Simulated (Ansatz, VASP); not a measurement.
# FeNi in VASP and in Ansatz

```xyz
2
Lattice="2.4921 0.0000 0.0000 0.0000 2.4921 0.0000 0.0000 0.0000 3.7004" Properties=species:S:1:pos:R:3 pbc="T T T"
Fe    0.0000    0.0000    0.0000
Ni    1.2461    1.2461    1.8502
```

Alike in both runs: task single point; functional PBEsol; k mesh 20 × 20 × 14; occupations gaussian, width 0.15 eV; collinear spin.

|  | VASP | Ansatz |
| --- | --- | --- |
| version | VASP 6.6.1 | Ansatz 0.2.0 |
| potentials or method | VASP PAW PBE potentials, release 64 (Fe, Ni), cutoff 520 eV | scalar-relativistic, plane waves, PAW |
| valence electrons in the cell | 18 | 34 |

VASP gave:

```
gap on the k mesh at the Fermi level (eV)                     : none
pressure (GPa)                                                : -11.7
traceless stress, the component that is largest in VASP (GPa) : -4.14
net moment per atom (μB)                                      : 1.62
size of the moment on the site where the two differ most (μB) : 0.60
```

**Question.** What did Ansatz give for the same quantities?

**Answer.** gap on the k mesh at the Fermi level (eV): none; pressure (GPa): -11.9; traceless stress, the component that is largest in VASP (GPa): -4.32; net moment per atom (μB): 1.62; size of the moment on the site where the two differ most (μB): 0.67.

VASP's potentials were made for PBE, not for PBEsol. Site moments also hang on the region over which each program counts them. A gap of «none» marks a metal or a gap that the smearing closes. The functional is the same, so the differences come from potentials, cutoffs and numerics. VASP's potentials hold 18 valence electrons a cell and Ansatz's 34, so a difference there can come from the potentials and not from the codes.
